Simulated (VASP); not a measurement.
PC4: relaxation of cell and atoms with PBE

The system is PC4.

```
P C
1.0
     2.46645    0.00000    0.00000
    -1.23322    2.13601    0.00000
     0.00000    0.00000   13.36951
P C
1 4
Cartesian
  0.0000 0.0000 0.0000
  0.0000 1.4240 8.8938
  0.0000 1.4240 4.4757
  1.2332 0.7120 4.4757
  1.2332 0.7120 8.8938
```

The cell was built from a structure type or drawn by symmetry, and may not be a known phase.

- Program: VASP 6.6.1
- Task: relaxation of cell and atoms
- Functional: PBE
- Potentials or basis: VASP PAW PBE potentials, release 64 (P, C)
- Cutoff: 600 eV
- k mesh: 18 × 18 × 4
- Occupations: gaussian, width 0.1 eV
- Spin: no spin polarisation
- Dipole correction: no
- Further INCAR settings: ALGO = Normal; EDIFF = 1e-06; IBRION = 2; EDIFFG = -0.01; NSW = 100; ISIF = 3

The relaxed volume is 13.43 Å³/atom, the relaxed cell is a = 2.467 Å, b = 2.467 Å, c = 12.743 Å, α = 90.00°, β = 90.00°, γ = 120.00° and the space group after relaxing (to 0.1 Å) is P6/mmm (No. 191). The energy gained by relaxing is 0.3 meV/atom and the ionic steps are 19. The pressure after relaxing is -0.1 GPa and the band gap on the k mesh is zero (an odd number of electrons rules out a gap without spin polarisation).

Stress tensor (GPa, compression positive):
```
-0.11  0.00  0.00
 0.00 -0.11  0.00
 0.00  0.00  0.01
```

Step by step:
| step | energy change (eV) | largest force (eV/Å) | pressure (GPa) | volume (Å³) |
| --- | --- | --- | --- | --- |
| 1 | 0.0000 | 0.0001 | -0.04 | 70.44 |
| 2 | 0.0000 | 0.0001 | -0.06 | 70.40 |
| 3 | -0.0001 | 0.0001 | -0.12 | 70.30 |
| 4 | -0.0002 | 0.0001 | -0.25 | 70.10 |
| 5 | -0.0003 | 0.0001 | -0.50 | 69.69 |
| 6 | -0.0003 | 0.0001 | -0.52 | 69.68 |
| 7 | -0.0003 | 0.0001 | -0.50 | 69.67 |
| 8 | -0.0004 | 0.0001 | -0.50 | 69.65 |
| 9 | -0.0004 | 0.0001 | -0.50 | 69.60 |
| 10 | -0.0005 | 0.0001 | -0.50 | 69.50 |
| 11 | -0.0006 | 0.0001 | -0.47 | 69.31 |
| 12 | -0.0009 | 0.0001 | -0.43 | 68.92 |
| 13 | -0.0013 | 0.0001 | -0.33 | 68.14 |
| 14 | -0.0015 | 0.0001 | -0.15 | 66.59 |
| 15 | -0.0015 | 0.0000 | -0.19 | 66.98 |
| 16 | -0.0015 | 0.0000 | -0.26 | 67.56 |
| 17 | -0.0015 | 0.0000 | -0.23 | 67.25 |
| 18 | -0.0015 | 0.0000 | -0.21 | 67.06 |
| 19 | -0.0016 | 0.0001 | -0.07 | 67.15 |

Final structure:
```xyz
5
Lattice="2.4667 0.0000 0.0000 -1.2333 2.1362 0.0000 0.0000 0.0000 12.7429" Properties=species:S:1:pos:R:3 pbc="T T T"
P     0.0000    0.0000    0.0000
C     0.0000    1.4241    8.4772
C     0.0000    1.4241    4.2657
C     1.2333    0.7121    4.2657
C     1.2333    0.7121    8.4772
```

Levels at points of the mesh, in eV from the Fermi level:
```tsv
k point	band 8	band 9	band 10	band 11	band 12	band 13
(0.00, 0.00, 0.00)	-2.99	-2.98	-2.98	2.76	4.97	5.94
(0.50, 0.00, 0.00)	-6.36	-2.37	-2.21	0.61	1.62	1.91
(0.00, 0.00, 0.50)	-2.99	-2.98	-2.98	3.12	3.95	7.15
(0.50, 0.00, 0.50)	-6.36	-2.37	-2.21	0.60	1.67	1.87
```

Run time: 15 min on 1 thread of Intel(R) Xeon(R) Platinum 8488C (Sapphire Rapids), with other jobs on the host, peak memory 0.28 GiB.

Caveat: this functional lacks dispersion, which binds the layers, so the pressure and a relaxed spacing across them are unreliable.
